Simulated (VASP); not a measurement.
# C (Cmmm) in VASP: notebook, part 2 of 2

VASP 6.6.1. The steps go on from the part before.

### 4 Single point, PBEsol+D3(BJ)

This run uses another cell than the first one, of 9.94 Å³/atom, 1.025 times its volume.

Contents of INCAR:

```
SYSTEM = C
  PREC = Accurate
  ENCUT = 520
  EDIFF = 1E-6
  ISMEAR = 0
  SIGMA = 0.15
  LREAL = .FALSE.
  LASPH = .TRUE.
  NELM = 100
  ALGO = Normal
  ISIF = 2
  LWAVE = .FALSE.
  LCHARG = .FALSE.
  GGA = PS
  IVDW = 12
  NBANDS = 11
```

Contents of KPOINTS:

```
regular mesh
0
G
  21 21 12
  0 0 0
```

Contents of POSCAR:

```
C
1.0
    2.5190997031      0.0000000000      0.0000000000
   -1.2595498516      2.1816043375      0.0000000000
    0.0000000000      0.0000000000      3.6177192973
C
2
Direct
    0.3474284648      0.6948569296      0.0000000000
    0.6525715352      0.3051430704      0.0000000000
```

Potentials or basis: VASP PAW PBE potentials, release 64 (C).

On the command line:

```
cat potpaw_PBE.64/C/POTCAR > POTCAR
mpirun -np 1 vasp_std > vasp.out
```

OUTCAR:

```text
SYSTEM = C
   PREC = Accurate
   ENCUT = 520
   EDIFF = 1E-6
   ISMEAR = 0
   LREAL = .FALSE.
   LASPH = .TRUE.
   NELM = 100
   ISIF = 2
   GGA = PS
   IVDW = 12
 IVDW          = 12

 ion  position               nearest neighbor table
   1  0.347  0.695  0.000-   2 1.33   2 1.52   2 1.52
   2  0.653  0.305  0.000-   1 1.33   1 1.52   1 1.52

  LATTYP: Found a hexagonal cell.
 ALAT       =     2.5190997031
 C/A-ratio  =     1.4361159635

  Lattice vectors:

 A1 = (   2.5190997031,   0.0000000000,   0.0000000000)
 A2 = (  -1.2595498516,   2.1816043375,   0.0000000000)
 A3 = (   0.0000000000,   0.0000000000,   3.6177192973)

Analysis of symmetry for initial positions (statically):
=====================================================================
 Subroutine PRICEL returns:
 Original cell was already a primitive cell.

 Routine SETGRP: Setting up the symmetry group for a
 hexagonal supercell.

 Subroutine GETGRP returns: Found  8 space group operations
 (whereof  8 operations were pure point group operations)
 out of a pool of 24 trial point group operations.

The static configuration has the point symmetry D_2h.

Analysis of symmetry for dynamics (positions and initial velocities):
=====================================================================
 Subroutine PRICEL returns:
 Original cell was already a primitive cell.

 Routine SETGRP: Setting up the symmetry group for a
 hexagonal supercell.

 Subroutine GETGRP returns: Found  8 space group operations
 (whereof  8 operations were pure point group operations)
 out of a pool of 24 trial point group operations.

The dynamic configuration has the point symmetry D_2h.

 Subroutine INISYM returns: Found  8 space group operations
 (whereof  8 operations are pure point group operations),
 and found     1 'primitive' translations

----------------------------------------------------------------------------------------
[... 118 lines left out ...]
   GGA     = PS    functional components
   LHFCALC =     F    Hartree Fock is set to
   AEXX    =    0.0000 exact exchange contribution
   IVDW    =    12    specifies the selected vdW correction
   LEPSILON=     F    determine dielectric tensor
   LRPA    =     F    only Hartree local field effects (RPA)
 non-spin polarized calculation
 Gauss-broadening in eV      SIGMA  =   0.15
  energy-cutoff  :      520.00
  volume of cell :       19.88
 maximum number of plane-waves:       565
   NGX =  9   NGY =  9   NGZ = 13

 number of electron       7.9999998 magnetization

 Free energy of the ion-electron system (eV)
  ---------------------------------------------------
  ext. energy  EPLUGINS =         0.00000000
  ---------------------------------------------------
  free energy    TOTEN  =       -18.82813353 eV

  energy without entropy =      -18.82745312  energy(sigma->0) =      -18.82779333

 E-fermi :   3.3948     XC(G=0):  -9.8668

 val. band max:        3.3915226832   @ k =  -0.1429  -0.4286   0.4167
 cond. band min:       3.4169761579   @ k =  -0.2857  -0.3810   0.0000
 fundamental gap:      0.0254534747
 Fermi energy:         3.3947624313

 k-point     1 :       0.0000    0.0000    0.0000
  band No.  band energies     occupation
      1     -15.4724      2.00000
      2      -2.9323      2.00000
      3      -1.0206      2.00000
      4       2.3830      2.00000
      5       7.4099      0.00000
      6       9.2391      0.00000
      7      13.1423      0.00000
      8      14.5687      0.00000
      9      15.3352      0.00000
     10      24.6171      0.00000
     11      26.1003      0.00000
[... 309 lines left out ...]
 k-point    24 :       0.0952    0.0476    0.0000
  band No.  band energies     occupation
      1     -15.1142      2.00000
      2      -2.5206      2.00000
      3      -1.8761      2.00000
      4       1.0584      2.00000
      5       7.8550      0.00000
      6      10.1795      0.00000
      7      13.4481      0.00000
      8      13.8002      0.00000
      9      15.9862      0.00000
     10      25.5609      0.00000
     11      25.6475      0.00000

 [... further k-points ...]

------------------------ aborting loop because EDIFF is reached ----------------------------------------

 Edisp (eV)   -0.20031

 E8    (eV) :    -0.0972

  FORCE on cell =-STRESS in cart. coord.  units (eV):
  Direction    XX          YY          ZZ          XY          YZ          ZX
  --------------------------------------------------------------------------------------
  -------------------------------------------------------------------------------------
  Total      -3.16657    -0.92024    -0.08452     0.00000     0.00000     0.00000
  in kB    -255.17806   -74.15760    -6.81125     0.00000     0.00000     0.00000
  external pressure =     -112.05 kB  Pullay stress =        0.00 kB

 VOLUME and BASIS-vectors are now :
 -----------------------------------------------------------------------------
  energy-cutoff  :      520.00
  volume of cell :       19.88
      direct lattice vectors                 reciprocal lattice vectors
     2.519099703  0.000000000  0.000000000     0.396967218  0.229189130  0.000000000
    -1.259549852  2.181604338  0.000000000     0.000000000  0.458378260  0.000000000
     0.000000000  0.000000000  3.617719297     0.000000000  0.000000000  0.276417245

 POSITION                                       TOTAL-FORCE (eV/Angst)
 -----------------------------------------------------------------------------------
     -0.00000      1.51590      0.00000         0.000000     -6.408939      0.000000
      1.25955      0.66570      0.00000        -0.000000      6.408939     -0.000000
 -----------------------------------------------------------------------------------
    total drift:                                0.000000      0.000000      0.000000

  FREE ENERGIE OF THE ION-ELECTRON SYSTEM (eV)
  ---------------------------------------------------
  free  energy   TOTEN  =       -19.0284438766 eV

  energy  without entropy=      -19.0277634583  energy(sigma->0) =      -19.02810367
```

Run time: 1.8 min. Hardware: 1 thread of Intel Xeon 6975P-C, shared host; peak memory 0.26 GiB.

What came out:

| Quantity | Value |
| --- | --- |
| Free energy | -19.0284 eV |
| Pressure | -11.2 GPa |
| Largest force | 6.409 eV/Å |
| Band gap on the k mesh | zero (band 4 reaches 3.92 eV, above the bottom of band 5 at 3.08 eV) |
| Dispersion energy per atom | -0.100 eV |

Forces on the atoms (eV/Å):
```
C    0.000 -6.409  0.000
C    0.000  6.409  0.000
```

Stress tensor (GPa, compression positive):
```
-25.52   0.00   0.00
  0.00  -7.42   0.00
  0.00   0.00  -0.68
```

Levels at points of the mesh, in eV from the Fermi level:
```
           k point  band 1  band 2  band 3  band 4  band 5  band 6  band 7  band 8
(0.00, 0.00, 0.00)  -18.87   -6.33   -4.42   -1.01    4.02    5.84    9.75   11.17
(0.00, 0.00, 0.50)  -18.69   -7.71   -4.39   -0.99    5.89    9.09    9.85   10.93
```

Caveat: the PAW data sets were made with another functional, which shifts forces and pressure a little.

### 5 Single point, PBEsol+D3(BJ)

This run uses another cell than the first one, of 9.94 Å³/atom, 1.025 times its volume.

Contents of INCAR:

```
SYSTEM = C
PREC = Accurate
ENCUT = 520
EDIFF = 1E-7
ISMEAR = 0
SIGMA = 0.15
LREAL = .False.
LASPH = .True.
NELM = 60
ALGO = Normal
ISIF = 2
LWAVE = .False.
LCHARG = .True.
GGA = PS
IVDW = 12
LELF = .True.
LVHAR = .True.
NBANDS = 11
```

Contents of KPOINTS:

```
regular mesh
0
Gamma
  21 21 12
  0 0 0
```

Contents of POSCAR:

```
C
1.0
    2.5190997031      0.0000000000      0.0000000000
   -1.2595498516      2.1816043375      0.0000000000
    0.0000000000      0.0000000000      3.6177192973
C
2
Direct
    0.3192382018      0.6384764037      0.0000000000
    0.6807617982      0.3615235963      0.0000000000
```

On the command line:

```
cat potpaw_PBE.64/C/POTCAR > POTCAR
mpirun -np 1 vasp_std > vasp.out
```

Run time: 2.2 min. Hardware: 1 thread of Intel Xeon 6975P-C, shared host; peak memory 0.26 GiB.

It converged, with:

| Quantity | Value |
| --- | --- |
| Free energy | -19.0928 eV |
| Pressure | -12.7 GPa |
| Largest force | 4.813 eV/Å |
| Band gap on the k mesh | zero (band 4 reaches 3.74 eV, above the bottom of band 5 at 3.35 eV) |
| Dispersion energy per atom | -0.100 eV |

Forces in eV/Å, atoms in the order of the input:
```
C    0.000  4.813  0.000
C    0.000 -4.813  0.000
```

Stress tensor (GPa, compression positive):
```
-12.90   0.00   0.00
  0.00 -24.67   0.00
  0.00   0.00  -0.63
```

Levels at points of the mesh, in eV from the Fermi level:
```tsv
k point	band 1	band 2	band 3	band 4	band 5	band 6	band 7	band 8	band 9
(0.00, 0.00, 0.00)	-18.99	-6.45	-4.63	-1.08	3.89	5.66	10.26	11.01	11.26
(0.00, 0.00, 0.50)	-18.82	-7.84	-4.61	-1.05	5.71	8.98	10.34	10.76	11.48
```

Caveat: the PAW data sets were made with another functional, which shifts forces and pressure a little.
